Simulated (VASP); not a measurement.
Set up this calculation in VASP 6.6.1, as the native input.

```
Task                   : single point
Functional             : LDA
Potentials or basis    : VASP PAW LDA potentials, release 64 (Tl_d)
Cutoff                 : 520 eV
k mesh                 : 7 × 7 × 4
Occupations            : fermi-dirac, width 0.1 eV
Spin                   : no spin polarisation
Dipole correction      : no
Further INCAR settings : ALGO = Normal; EDIFF = 1e-06; NBANDS = 20
```

The structure of Tl lies in POSCAR:

```
Tl
1.0
    3.4014029632      0.0000000000      0.0000000000
   -1.7007014816      2.9457013746      0.0000000000
    0.0000000000      0.0000000000      5.4430041633
Tl
2
Direct
    0.3333333333      0.6666666667      0.2500000000
    0.6666666667      0.3333333333      0.7500000000
```

The input as run:

INCAR

```
ALGO = Normal
EDIFF = 1E-6
ENCUT = 520
GGA = CA
ISIF = 2
ISMEAR = -1
LASPH = True
LCHARG = False
LREAL = False
LWAVE = False
NBANDS = 20
NELM = 100
PREC = Accurate
SIGMA = 0.1
```

KPOINTS

```
k-points
0
Gamma
  7 7 4
```

Potentials or basis: VASP PAW LDA potentials, release 64 (Tl_d).

Command:

```sh
$ cat potpaw_LDA.64/Tl_d/POTCAR > POTCAR
$ mpirun -np 1 vasp_std > vasp.out
```

Results of the run:

```
Pressure               : 0.2 GPa
Band gap on the k mesh : zero (band 13 reaches 10.45 eV, above the bottom of band 14 at 4.73 eV)
```

Caveat: spin-orbit coupling is left out, which moves the levels of the heavy elements.

Wall time 17 s on 1 thread of Intel(R) Xeon(R) Platinum 8259CL CPU @ 2.50GHz (Skylake/Cascade Lake), on a shared host, peak memory 0.16 GiB.
